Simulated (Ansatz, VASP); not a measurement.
# HfN: VASP beside Ansatz

```
CELL_PARAMETERS angstrom
3.21598 0.00000 0.00000
0.00000 3.21598 0.00000
0.00000 0.00000 20.54810
ATOMIC_POSITIONS crystal
Hf 0.25000 0.25000 0.38933
Hf 0.75000 0.75000 0.50000
Hf 0.25000 0.25000 0.61067
N 0.75000 0.75000 0.38933
N 0.25000 0.25000 0.50000
N 0.75000 0.75000 0.61067
```

Alike in both runs: task single point; functional PBE; k mesh 11 × 11 × 1; occupations fermi-dirac, width 0.08 eV; no spin polarisation.

|  | VASP | Ansatz |
| --- | --- | --- |
| version | VASP 6.6.1 | Ansatz 0.2.0 |
| potentials or method | VASP PAW PBE potentials, release 64 (Hf_pv, N) | PAW with Ansatz's default frozen-core files, scalar-relativistic |
| plane-wave cutoff (eV) | 520 | 420 |
| valence electrons in the cell | 45 | 93 |

```tsv
	VASP	Ansatz	Ansatz less VASP
rms of the force components (eV/Å)	0.548	0.532	-0.0159
```

VASP's potentials hold 45 valence electrons a cell and Ansatz's 93, so a difference there can come from the potentials and not from the codes. Ansatz's warnings: vacuum density over bound.

Spin-orbit coupling is off throughout.
